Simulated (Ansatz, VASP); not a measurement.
# Two plane-wave programs on Be

File INCAR:

```
SYSTEM = Be
PREC = Accurate
ENCUT = 520
EDIFF = 1E-6
ISMEAR = 0
SIGMA = 0.1
LREAL = .FALSE.
LASPH = .TRUE.
NELM = 60
ALGO = Normal
ISIF = 2
LWAVE = .FALSE.
LCHARG = .TRUE.
GGA = PE
LELF = .TRUE.
LVHAR = .TRUE.
NBANDS = 12
```

The input KPOINTS:

```
regular mesh
0
G
  10 10 16
  0 0 0
```

The input POSCAR:

```
Be
1.0
    4.0283496040      0.0000000000      0.0000000000
    0.0000000000      4.0283496040      0.0000000000
    0.0000000000      0.0000000000      2.2473801792
Be
4
Direct
    0.3582566797      0.2700320205      0.0000000000
    0.6417433203      0.7299679795      0.0000000000
    0.2299679795      0.8582566797      0.5000000000
    0.7700320205      0.1417433203      0.5000000000
```

Input for Ansatz:

```yaml
crystal:
  lattice:
    - [4.028349604, 0.0, 0.0]
    - [0.0, 4.028349604, 0.0]
    - [0.0, 0.0, 2.2473801792]
  atoms:
    - { symbol: Be, position: [0.3582566797, 0.2700320205, 0.0] }
    - { symbol: Be, position: [0.6417433203, 0.7299679795, 0.0] }
    - { symbol: Be, position: [0.2299679795, 0.8582566797, 0.5] }
    - { symbol: Be, position: [0.7700320205, 0.1417433203, 0.5] }
basis:
  ecutwfc: 420
kpoints:
  mp_grid: { grid: [10, 10, 16] }
hamiltonian:
  xc: pbe
scf:
  occupations: { method: gaussian, width: 0.1 }
output:
  forces: true
  stress: true
  eigenvalues: true
  populations: true
```

Alike in both runs: task single point; functional PBE; k mesh 10 × 10 × 16; occupations gaussian, width 0.1 eV; no spin polarisation.

|  | VASP | Ansatz |
| --- | --- | --- |
| version | VASP 6.6.1 | Ansatz 0.2.0 |
| potentials or method | VASP PAW PBE potentials, release 64 (Be), cutoff 520 eV | scalar-relativistic, plane waves, PAW |
| valence electrons in the cell | 8 | 8 |

Ansatz gave:

- gap on the k mesh at the Fermi level (eV): none
- pressure (GPa): -0.3
- traceless stress, the component that is largest in VASP (GPa): 2.82
- rms of the force components (eV/Å): 0.964

Task: What did VASP give for the same quantities?

Result: gap on the k mesh at the Fermi level (eV): none; pressure (GPa): -0.1; traceless stress, the component that is largest in VASP (GPa): 2.85; rms of the force components (eV/Å): 0.973.

Atom by atom the forces differ by 0.009 eV/Å (rms over components). A gap of «none» marks a metal or a gap that the smearing closes.
